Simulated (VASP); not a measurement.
Set up this calculation in VASP 6.6.1, as the native input.

```yaml
Task: single point
Functional: LDA
Potentials_or_basis: VASP PAW LDA potentials, release 64 (Ga_d, P)
Cutoff: 520 eV
k_mesh: 6 × 6 × 6
Occupations: gaussian, width 0.01 eV
Spin: no spin polarisation
Dipole_correction: no
Further_INCAR_settings: ALGO = Normal; EDIFF = 1e-06; NBANDS = 16
```

The structure of GaP lies in POSCAR:

```
GaP
1.0
    0.0000000000      2.7611126653      2.7611126653
    2.7611126653      0.0000000000      2.7611126653
    2.7611126653      2.7611126653      0.0000000000
Ga P
1 1
Direct
    0.0000000000      0.0000000000      0.0000000000
    0.2500000000      0.2500000000      0.2500000000
```

These files were run (other wordings do the same):

INCAR

```
SYSTEM = GaP
PREC     = Accurate       ! precision mode
ENCUT    = 520            ! plane-wave cutoff, eV
EDIFF    = 1E-6           ! SCF threshold, eV
ISMEAR   = 0              ! smearing method
SIGMA    = 0.01           ! smearing width, eV
LREAL    = .False.        ! projectors in reciprocal space
LASPH    = .True.         ! aspherical terms in the spheres
NELM     = 60             ! most SCF steps
ALGO     = Normal         ! electronic algorithm
ISIF     = 2              ! what is computed and relaxed
LWAVE    = .False.        ! write WAVECAR
LCHARG   = .False.        ! write CHGCAR
GGA      = CA             ! functional
NBANDS   = 16             ! bands
```

KPOINTS

```
regular mesh
0
Gamma
  6 6 6
  0 0 0
```

Potentials or basis: VASP PAW LDA potentials, release 64 (Ga_d, P).

The run is started by

```bash
$ cat potpaw_LDA.64/Ga_d/POTCAR potpaw_LDA.64/P/POTCAR > POTCAR
$ mpirun -np 1 vasp_std > vasp.out
```

Results of the run:

```yaml
Pressure: -5.5 GPa
Band_gap_on_the_k_mesh: 1.31 eV, direct
```

It took 10 s on 1 thread of Intel(R) Xeon(R) Platinum 8488C (Sapphire Rapids), on a shared host, peak memory 0.14 GiB.
